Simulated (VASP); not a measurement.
# Te2Mo (P-6m2) in VASP: further runs, part 2 of 2

VASP 6.6.1.

## 3. Single point, PBE

This run uses another cell than the first one, of 28.27 Å³/atom.

INCAR reads:

```
SYSTEM = Te2Mo
PREC = Accurate ; ENCUT = 500
EDIFF = 1E-6 ; ISMEAR = 0
SIGMA = 0.01 ; LREAL = .FALSE.
LASPH = .TRUE. ; NELM = 120
ALGO = Normal ; ISIF = 2
LWAVE = .FALSE. ; LCHARG = .FALSE.
GGA = PE ; NBANDS = 20
GGA_COMPAT = .FALSE.
```

KPOINTS reads:

```
Automatic mesh
0
G
  6 6 2
  0 0 0
```

POSCAR reads:

```
Te2Mo
1.0
    3.5370821734      0.0000000000      0.0000000000
   -1.7685410867      3.0632030175      0.0000000000
    0.0000000000      0.0000000000      7.8268794133
Te Mo
2 1
Direct
    0.3333333333      0.6666666667      0.7705211644
    0.3333333333      0.6666666667      0.2294788356
    0.0000000000      0.0000000000      0.0000000000
```

Potentials or basis: VASP PAW PBE potentials, release 64 (Te, Mo_sv).

Started as:

```sh
$ cat potpaw_PBE.64/Te/POTCAR potpaw_PBE.64/Mo_sv/POTCAR > POTCAR
$ mpirun -np 1 vasp_std > vasp.out
```

OUTCAR:

```text
SYSTEM = Te2Mo
   PREC = Accurate
   ENCUT = 500
   EDIFF = 1E-6
   ISMEAR = 0
   LREAL = .FALSE.
   LASPH = .TRUE.
   NELM = 120
   ISIF = 2
   GGA = PE

 ion  position               nearest neighbor table
   1  0.333  0.667  0.771-   3 2.72   3 2.72   3 2.72   2 3.59
   2  0.333  0.667  0.229-   3 2.72   3 2.72   3 2.72   1 3.59
   3  0.000  0.000  0.000-   1 2.72   2 2.72   1 2.72   2 2.72   1 2.72   2 2.72

  LATTYP: Found a hexagonal cell.
 ALAT       =     3.5370821734
 C/A-ratio  =     2.2128067796

  Lattice vectors:

[... 500 lines left out ...]

  FORCE on cell =-STRESS in cart. coord.  units (eV):
  Direction    XX          YY          ZZ          XY          YZ          ZX
  --------------------------------------------------------------------------------------
  -------------------------------------------------------------------------------------
  Total        0.7255812      0.7255812      1.4748087      0.0000000      0.0000000      0.0000000
  in kB       13.7084080     13.7084080     27.8635668      0.0000000      0.0000000      0.0000000
  external PRESSURE =      18.4267943 kB  Pullay stress =       0.0000000 kB

 VOLUME and BASIS-vectors are now :
 -----------------------------------------------------------------------------
  energy-cutoff  :      500.00
  volume of cell :       84.80
      direct lattice vectors                 reciprocal lattice vectors
     3.537082173  0.000000000  0.000000000     0.282718905  0.163227836  0.000000000
    -1.768541087  3.063203017  0.000000000     0.000000000  0.326455672  0.000000000
     0.000000000  0.000000000  7.826879413     0.000000000  0.000000000  0.127764841

 POSITION                                       TOTAL-FORCE (eV/Angst)
 -----------------------------------------------------------------------------------
     -0.00000      2.04214      6.03078         0.000000     -0.000000     -0.206661
     -0.00000      2.04214      1.79610         0.000000     -0.000000      0.206661
      0.00000      0.00000      0.00000        -0.000000      0.000000      0.000000
 -----------------------------------------------------------------------------------
    total drift:                                0.000000     -0.000000      0.000000

  FREE ENERGIE OF THE ION-ELECTRON SYSTEM (eV)
  ---------------------------------------------------
  free  energy   TOTEN  =       -17.9929661804 eV

  energy  without entropy=      -17.9929661804  energy(sigma->0) =      -17.99296618
```

OSZICAR:

```text
N       E                     dE             d eps       ncg     rms          rms(c)
DAV:   1     0.165211900561E+03    0.16521E+03   -0.11876E+04   592   0.112E+03
DAV:   2    -0.120192643986E+02   -0.17723E+03   -0.17270E+03   700   0.274E+02
DAV:   3    -0.185367636985E+02   -0.65175E+01   -0.64646E+01   716   0.480E+01
DAV:   4    -0.186463764369E+02   -0.10961E+00   -0.10957E+00   764   0.622E+00
DAV:   5    -0.186479790864E+02   -0.16026E-02   -0.16026E-02   664   0.689E-01    0.151E+01
DAV:   6    -0.182625481469E+02    0.38543E+00   -0.43285E+00   588   0.116E+01    0.629E+00
DAV:   7    -0.181253753640E+02    0.13717E+00   -0.29812E+00   588   0.810E+00    0.412E+00
DAV:   8    -0.179923730434E+02    0.13300E+00   -0.59403E-01   588   0.415E+00    0.121E+00
DAV:   9    -0.179933480293E+02   -0.97499E-03   -0.42844E-02   648   0.111E+00    0.542E-01
DAV:  10    -0.179926762086E+02    0.67182E-03   -0.81353E-03   608   0.586E-01    0.144E-01
DAV:  11    -0.179928719024E+02   -0.19569E-03   -0.31926E-04   612   0.110E-01    0.660E-02
DAV:  12    -0.179929202209E+02   -0.48319E-04   -0.50793E-05   604   0.404E-02    0.389E-02
DAV:  13    -0.179929633695E+02   -0.43149E-04   -0.64747E-05   580   0.399E-02    0.134E-02
DAV:  14    -0.179929652973E+02   -0.19277E-05   -0.19571E-06   672   0.777E-03    0.585E-03
DAV:  15    -0.179929661804E+02   -0.88313E-06   -0.19926E-06   540   0.762E-03
   1 F= -.17992966E+02 E0= -.17992966E+02  d E =-.165100-163
```

stdout:

```text
POSCAR found type information on POSCAR TeMo
 POSCAR found :  2 types and       3 ions
 scaLAPACK will be used
 LDA part: xc-table for (Slater+PW92), standard interpolation
 POSCAR, INCAR and KPOINTS ok, starting setup
 FFT: planning ... GRIDC
 FFT: planning ... GRID_SOFT
 FFT: planning ... GRID
 WAVECAR not read
 entering main loop
```

Wall time 53 s (1 thread of Intel Xeon 8259CL, shared host); peak memory 0.21 GiB.

Results:

- Free energy: -17.9930 eV
- Pressure: 1.8 GPa
- Largest force: 0.207 eV/Å
- Band gap on the k mesh: 1.06 eV (least direct gap 1.07 eV)

Forces on the atoms (eV/Å):
```
Te   0.000  0.000 -0.207
Te   0.000  0.000  0.207
Mo   0.000  0.000  0.000
```

Stress tensor (GPa, compression positive):
```
1.37 0.00 0.00
0.00 1.37 0.00
0.00 0.00 2.79
```

Levels at points of the mesh, in eV from the valence-band top:
| k point | band 10 | band 11 | band 12 | band 13 | band 14 | band 15 | band 16 | band 17 |
| --- | --- | --- | --- | --- | --- | --- | --- | --- |
| (0.00, 0.00, 0.00) | -1.03 | -0.91 | -0.91 | -0.76 | 3.13 | 3.13 | 3.34 | 3.34 |
| (0.50, 0.00, 0.00) | -2.33 | -1.34 | -0.91 | -0.36 | 1.39 | 1.64 | 3.51 | 3.72 |
| (0.00, 0.00, 0.50) | -1.70 | -0.92 | -0.92 | -0.16 | 3.05 | 3.05 | 3.43 | 3.43 |
| (0.50, 0.00, 0.50) | -2.35 | -1.97 | -0.62 | -0.31 | 1.40 | 1.81 | 2.92 | 3.61 |

Caveat: spin-orbit coupling is left out, which moves the levels of the heavy elements; this functional lacks dispersion, which binds layers or chains, so the pressure and a relaxed spacing across them are unreliable. A k mesh can miss the band edges.
